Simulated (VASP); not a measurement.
# CO2 (Pa-3) in VASP: single point with PBE+D3(BJ)

Aim: the single point of CO2 with PBE+D3(BJ).

All numbers are computed with VASP 6.6.1; they aren't measurements. Logs are shortened: lines on timing, memory, paths and dates and some standing lists are left out, and cuts for length are marked.

## 1. The cell of the first run

It takes space group Pa-3 (No. 205, cubic). Conventional cell: a = 5.722 Å, b = 5.722 Å, c = 5.722 Å, α = 90.00°, β = 90.00°, γ = 90.00°. C (site symmetry -3) has 2 O at 1.17 Å within 1.6 Å. Within 1.6 Å of O (site symmetry 3) lie 1 C at 1.17 Å.

## 2. Single point, PBE+D3(BJ)

The input, INCAR:

```
PREC = Accurate
ENCUT = 910
EDIFF = 1E-6
ISMEAR = 0
SIGMA = 0.02
LREAL = F
LASPH = T
NELM = 120
ALGO = Normal
ISIF = 2
LWAVE = F
LCHARG = F
GGA = PE
IVDW = 12
NBANDS = 44
GGA_COMPAT = F
```

The input, KPOINTS:

```
regular mesh
0
Gamma
  4 4 4
```

The input, POSCAR:

```
CO2
1.0
    5.7221187031      0.0000000000      0.0000000000
    0.0000000000      5.7221187031      0.0000000000
    0.0000000000      0.0000000000      5.7221187031
C O
4 8
Direct
    0.0000000000      0.0000000000      0.0000000000
    0.5000000000      0.0000000000      0.5000000000
    0.5000000000      0.5000000000      0.0000000000
    0.0000000000      0.5000000000      0.5000000000
    0.1179307441      0.1179307441      0.1179307441
    0.3820692559      0.8820692559      0.6179307441
    0.6179307441      0.3820692559      0.8820692559
    0.8820692559      0.6179307441      0.3820692559
    0.8820692559      0.8820692559      0.8820692559
    0.6179307441      0.1179307441      0.3820692559
    0.3820692559      0.6179307441      0.1179307441
    0.1179307441      0.3820692559      0.6179307441
```

Potentials or basis: VASP PAW PBE potentials, release 64 (C_h, O_h).

Command:

```sh
cat potpaw_PBE.64/C_h/POTCAR potpaw_PBE.64/O_h/POTCAR > POTCAR
mpirun -np 1 vasp_std > vasp.out
```

OUTCAR:

```text
PREC = Accurate
   ENCUT = 910
   EDIFF = 1E-6
   ISMEAR = 0
   LREAL = F
   LASPH = T
   NELM = 120
   ISIF = 2
   GGA = PE
   IVDW = 12
 IVDW          = 12

 ion  position               nearest neighbor table
   1  0.000  0.000  0.000-   5 1.17   9 1.17
   2  0.500  0.000  0.500-   6 1.17  10 1.17
   3  0.500  0.500  0.000-   7 1.17  11 1.17
   4  0.000  0.500  0.500-   8 1.17  12 1.17
   5  0.118  0.118  0.118-   1 1.17
   6  0.382  0.882  0.618-   2 1.17
   7  0.618  0.382  0.882-   3 1.17
   8  0.882  0.618  0.382-   4 1.17
   9  0.882  0.882  0.882-   1 1.17
  10  0.618  0.118  0.382-   2 1.17
  11  0.382  0.618  0.118-   3 1.17
  12  0.118  0.382  0.618-   4 1.17

  LATTYP: Found a simple cubic cell.
 ALAT       =     5.7221187031

  Lattice vectors:

 A1 = (   5.7221187031,   0.0000000000,   0.0000000000)
 A2 = (   0.0000000000,   5.7221187031,   0.0000000000)
 A3 = (   0.0000000000,   0.0000000000,   5.7221187031)

Analysis of symmetry for initial positions (statically):
=====================================================================
 Subroutine PRICEL returns:
 Original cell was already a primitive cell.

 Routine SETGRP: Setting up the symmetry group for a
 simple cubic supercell.

 Subroutine GETGRP returns: Found 24 space group operations
 (whereof  6 operations were pure point group operations)
 out of a pool of 48 trial point group operations.

The static configuration has the point symmetry S_6 .
 The point group associated with its full space group is T_h .

Analysis of symmetry for dynamics (positions and initial velocities):
=====================================================================
 Subroutine PRICEL returns:
 Original cell was already a primitive cell.

 Routine SETGRP: Setting up the symmetry group for a
 simple cubic supercell.

 Subroutine GETGRP returns: Found 24 space group operations
 (whereof  6 operations were pure point group operations)
 out of a pool of 48 trial point group operations.

The dynamic configuration has the point symmetry S_6 .
 The point group associated with its full space group is T_h .

 Subroutine INISYM returns: Found 24 space group operations
 (whereof  6 operations are pure point group operations),
 and found     1 'primitive' translations

----------------------------------------------------------------------------------------

                                     Primitive cell

  volume of cell :     187.3573

  direct lattice vectors                    reciprocal lattice vectors
     5.722118703  0.000000000  0.000000000     0.174760443  0.000000000  0.000000000
     0.000000000  5.722118703  0.000000000     0.000000000  0.174760443  0.000000000
     0.000000000  0.000000000  5.722118703     0.000000000  0.000000000  0.174760443

  length of vectors
     5.722118703  5.722118703  5.722118703     0.174760443  0.174760443  0.174760443

  position of ions in fractional coordinates (direct lattice)
     0.000000000  0.000000000  0.000000000
     0.500000000  0.000000000  0.500000000
     0.500000000  0.500000000  0.000000000
     0.000000000  0.500000000  0.500000000
     0.117930744  0.117930744  0.117930744
     0.382069256  0.882069256  0.617930744
     0.617930744  0.382069256  0.882069256
     0.882069256  0.617930744  0.382069256
     0.882069256  0.882069256  0.882069256
     0.617930744  0.117930744  0.382069256
     0.382069256  0.617930744  0.117930744
     0.117930744  0.382069256  0.617930744

  ion indices of the primitive-cell ions
   primitive index   ion index
                 1           1
                 2           2
                 3           3
                 4           4
                 5           5
                 6           6
                 7           7
                 8           8
                 9           9
                10          10
                11          11
                12          12

----------------------------------------------------------------------------------------

 KPOINTS: regular mesh

Automatic generation of k-mesh.
 Grid dimensions read from file:
 generate k-points for:    4    4    4

 Generating k-lattice:

  Cartesian coordinates                     Fractional coordinates (reciprocal lattice)
     0.043690111  0.000000000  0.000000000     0.250000000  0.000000000  0.000000000
     0.000000000  0.043690111  0.000000000     0.000000000  0.250000000  0.000000000
     0.000000000  0.000000000  0.043690111     0.000000000  0.000000000  0.250000000

  Length of vectors
     0.043690111  0.043690111  0.043690111

  Shift w.r.t. Gamma in fractional coordinates (k-lattice)
     0.000000000  0.000000000  0.000000000

 Subroutine IBZKPT returns following result:
 ===========================================

 Found     11 irreducible k-points:

 Following reciprocal coordinates:
            Coordinates               Weight
  0.000000  0.000000  0.000000      1.000000
  0.250000  0.000000  0.000000      6.000000
  0.500000  0.000000  0.000000      3.000000
  0.250000  0.250000  0.000000     12.000000
  0.500000  0.250000  0.000000      6.000000
 -0.250000  0.500000  0.000000      6.000000
  0.500000  0.500000  0.000000      3.000000
  0.250000  0.250000  0.250000      8.000000
  0.500000  0.250000  0.250000     12.000000
  0.500000  0.500000  0.250000      6.000000
  0.500000  0.500000  0.500000      1.000000
   k-points           NKPTS =     11   k-points in BZ     NKDIM =     11   number of bands    NBANDS=     44
   number of dos      NEDOS =    301   number of ions     NIONS =     12
   total plane-waves  NPLWV = 175616
   dimension x,y,z NGX =    56 NGY =   56 NGZ =   56
   dimension x,y,z NGXF=   112 NGYF=  112 NGZF=  112
   ions per type =               4   8
   NGX,Y,Z   is equivalent  to a cutoff of  16.27, 16.27, 16.27 a.u.
   NGXF,Y,Z  is equivalent  to a cutoff of  32.54, 32.54, 32.54 a.u.
 SYSTEM =  unknown system
   PREC   = accura    normal or accurate (medium, high low for compatibility)
   ISTART =      0    job   : 0-new  1-cont  2-samecut
   ICHARG =      2    charge: 1-file 2-atom 10-const
   ISPIN  =      1    spin polarized calculation?
   LNONCOLLINEAR =      F non collinear calculations
   LSORBIT =      F    spin-orbit coupling
   LASPH  =      T    aspherical Exc in radial PAW
   ENCUT  =  910.0 eV  66.88 Ry    8.18 a.u.  14.07 14.07 14.07*2*pi/ulx,y,z
   NELM   =    120;   NELMIN=  2; NELMDL= -5     # of ELM steps
   EDIFF  = 0.1E-05   stopping-criterion for ELM
   LREAL  =      F    real-space projection
   EDIFFG = 0.1E-04   stopping-criterion for IOM
   NSW    =      0    number of steps for IOM
   IBRION =     -1    ionic relax: 0-MD 1-quasi-New 2-CG
   NFREE  =      0    steps in history (QN), initial steepest desc. (CG)
   ISIF   =      2    stress and relaxation
   ISYM   =      2    0-nonsym 1-usesym 2-fastsym
   POTIM  = 0.5000    time-step for ionic-motion
   TEBEG  =    0.0;   TEEND  =   0.0 temperature during run
   PSTRESS=    0.0 pullay stress
   NELECT =      64.0000    total number of electrons
   NUPDOWN=      -1.0000    fix difference up-down
   EMIN   =  10.00;   EMAX   =-10.00  energy-range for DOS
   EFERMI =   0.00;   METHOD = LEGACY
   ISMEAR =     0;   SIGMA  =   0.02  broadening in eV -4-tet -1-fermi 0-gaus
   EFERMI_NEDOS =   21; number of points for ismear=-14 and -15
   IALGO  =     38    algorithm
   IMIX   =      4    mixing-type and parameters
     AMIX     =   0.40;   BMIX     =  1.00
     AMIX_MAG =   1.60;   BMIX_MAG =  1.00
  volume/ion in A,a.u.               =      15.61       105.36
  Fermi-wavevector in a.u.,A,eV,Ry     =   1.144400  2.162603 17.818898  1.309652
  Thomas-Fermi vector in A             =   2.281092
   LORBIT       =      0    0 simple, 1 ext, 2 COOP (PROOUT), +10 PAW based schemes
   GGA     = PE    functional components
   LHFCALC =     F    Hartree Fock is set to
   AEXX    =    0.0000 exact exchange contribution
   IVDW    =    12    specifies the selected vdW correction
   LEPSILON=     F    determine dielectric tensor
   LRPA    =     F    only Hartree local field effects (RPA)
 non-spin polarized calculation
 Gauss-broadening in eV      SIGMA  =   0.02
  energy-cutoff  :      910.00
  volume of cell :      187.36
 maximum number of plane-waves:     11753
   NGX = 29   NGY = 29   NGZ = 29

 number of electron      63.9999991 magnetization

 Free energy of the ion-electron system (eV)
  ---------------------------------------------------
  ext. energy  EPLUGINS =         0.00000000
  ---------------------------------------------------
  free energy    TOTEN  =       -93.25346105 eV

  energy without entropy =      -93.25346105  energy(sigma->0) =      -93.25346105

 E-fermi :  -3.3292     XC(G=0):  -7.6173

 val. band max:       -3.4875378176   @ k =   0.0000   0.0000   0.0000
 cond. band min:       3.2565180626   @ k =   0.0000   0.0000   0.0000
 fundamental gap:      6.7440558803
 Fermi energy:        -3.3292428530

 k-point     1 :       0.0000    0.0000    0.0000
  band No.  band energies     occupation
      1     -23.9222      2.00000
      2     -23.7516      2.00000
      3     -23.7516      2.00000
      4     -23.7516      2.00000
      5     -22.8125      2.00000
      6     -22.8125      2.00000
[... 36 lines left out ...]
     43       7.2404      0.00000
     44       7.2404      0.00000

 k-point     2 :       0.2500    0.0000    0.0000
  band No.  band energies     occupation
      1     -23.8984      2.00000
      2     -23.7779      2.00000
      3     -23.7515      2.00000
      4     -23.7515      2.00000
      5     -22.8115      2.00000
      6     -22.8113      2.00000
[... 415 lines left out ...]
 k-point    11 :       0.5000    0.5000    0.5000
  band No.  band energies     occupation
      1     -23.7938      2.00000
      2     -23.7938      2.00000
      3     -23.7938      2.00000
      4     -23.7938      2.00000
      5     -22.8027      2.00000
      6     -22.8027      2.00000
[... 36 lines left out ...]
     43       6.0880      0.00000
     44       6.0880      0.00000

------------------------ aborting loop because EDIFF is reached ----------------------------------------

 Edisp (eV)   -0.78338

 E8    (eV) :    -0.1991

  FORCE on cell =-STRESS in cart. coord.  units (eV):
  Direction    XX          YY          ZZ          XY          YZ          ZX
  --------------------------------------------------------------------------------------
  -------------------------------------------------------------------------------------
  Total      -0.40111    -0.40111    -0.40111    -0.00000     0.00000     0.00000
  in kB      -3.43005    -3.43005    -3.43005    -0.00000     0.00000     0.00000
  external pressure =       -3.43 kB  Pullay stress =        0.00 kB

 VOLUME and BASIS-vectors are now :
 -----------------------------------------------------------------------------
  energy-cutoff  :      910.00
  volume of cell :      187.36
      direct lattice vectors                 reciprocal lattice vectors
     5.722118703  0.000000000  0.000000000     0.174760443  0.000000000  0.000000000
     0.000000000  5.722118703  0.000000000     0.000000000  0.174760443  0.000000000
     0.000000000  0.000000000  5.722118703     0.000000000  0.000000000  0.174760443

 POSITION                                       TOTAL-FORCE (eV/Angst)
 -----------------------------------------------------------------------------------
      0.00000      0.00000      0.00000         0.000000      0.000000      0.000000
      2.86106      0.00000      2.86106         0.000000      0.000000      0.000000
      2.86106      2.86106      0.00000         0.000000      0.000000      0.000000
      0.00000      2.86106      2.86106         0.000000      0.000000      0.000000
      0.67481      0.67481      0.67481         0.015312      0.015312      0.015312
      2.18625      5.04730      3.53587        -0.015312     -0.015312      0.015312
      3.53587      2.18625      5.04730         0.015312     -0.015312     -0.015312
      5.04730      3.53587      2.18625        -0.015312      0.015312     -0.015312
      5.04730      5.04730      5.04730        -0.015312     -0.015312     -0.015312
      3.53587      0.67481      2.18625         0.015312      0.015312     -0.015312
      2.18625      3.53587      0.67481        -0.015312      0.015312      0.015312
      0.67481      2.18625      3.53587         0.015312     -0.015312      0.015312
 -----------------------------------------------------------------------------------
    total drift:                                0.000000      0.000000     -0.000000

  FREE ENERGIE OF THE ION-ELECTRON SYSTEM (eV)
  ---------------------------------------------------
  free  energy   TOTEN  =       -94.0368433795 eV

  energy  without entropy=      -94.0368433795  energy(sigma->0) =      -94.03684338
```

Run time: 2.6 min. Hardware: 1 thread of Intel Xeon Platinum 8375C at 2.90GHz (Ice Lake), shared host; peak memory 0.49 GiB.

Results:

* Free energy: -94.0368 eV
* Pressure: -0.3 GPa
* Largest force: 0.027 eV/Å
* Band gap on the k mesh: 6.74 eV
* Dispersion energy per atom: -0.065 eV

Forces in eV/Å, atoms in the order of the input:
```
C    0.000  0.000  0.000
C    0.000  0.000  0.000
C    0.000  0.000  0.000
C    0.000  0.000  0.000
O    0.015  0.015  0.015
O   -0.015 -0.015  0.015
O    0.015 -0.015 -0.015
O   -0.015  0.015 -0.015
O   -0.015 -0.015 -0.015
O    0.015  0.015 -0.015
O   -0.015  0.015  0.015
O    0.015 -0.015  0.015
```

A k mesh can miss the band edges. Expect the measured gap to be larger: semilocal functionals such as PBE lack the derivative discontinuity.
